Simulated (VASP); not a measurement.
## K: single point with PBEsol

K:

```xyz
1
Lattice="-2.6125 2.6125 2.6125 2.6125 -2.6125 2.6125 2.6125 2.6125 -2.6125" Properties=species:S:1:pos:R:3 pbc="T T T"
K     0.0000    0.0000    0.0000
```

```json
{
  "Program": "VASP 6.6.1",
  "Task": "single point",
  "Functional": "PBEsol",
  "Potentials or basis": "VASP PAW PBE potentials, release 64 (K_sv)",
  "Cutoff": "520 eV",
  "k mesh": "6 × 6 × 6",
  "Occupations": "fermi-dirac, width 0.05 eV",
  "Spin": "no spin polarisation"
}
```

| Quantity | Value |
| --- | --- |
| Pressure | 0.0 GPa |

Levels at points of the mesh, in eV from the Fermi level:
| k point | band 1 | band 2 | band 3 | band 4 | band 5 | band 6 | band 7 | band 8 |
| --- | --- | --- | --- | --- | --- | --- | --- | --- |
| (0.00, 0.00, 0.00) | -31.99 | -15.50 | -15.50 | -15.50 | -2.22 | 4.31 | 4.31 | 4.31 |
| (0.50, 0.00, 0.00) | -31.99 | -15.58 | -15.53 | -15.50 | 0.42 | 0.68 | 3.15 | 4.92 |
| (0.50, 0.50, 0.50) | -31.98 | -15.55 | -15.55 | -15.55 | 1.64 | 1.64 | 3.53 | 3.53 |

It took 6.2 s on 1 thread of Intel(R) Xeon(R) 6975P-C (Granite Rapids), with other jobs on the host, peak memory 0.19 GiB.

Caveat: the PAW data sets were made with another functional, which shifts forces and pressure a little.
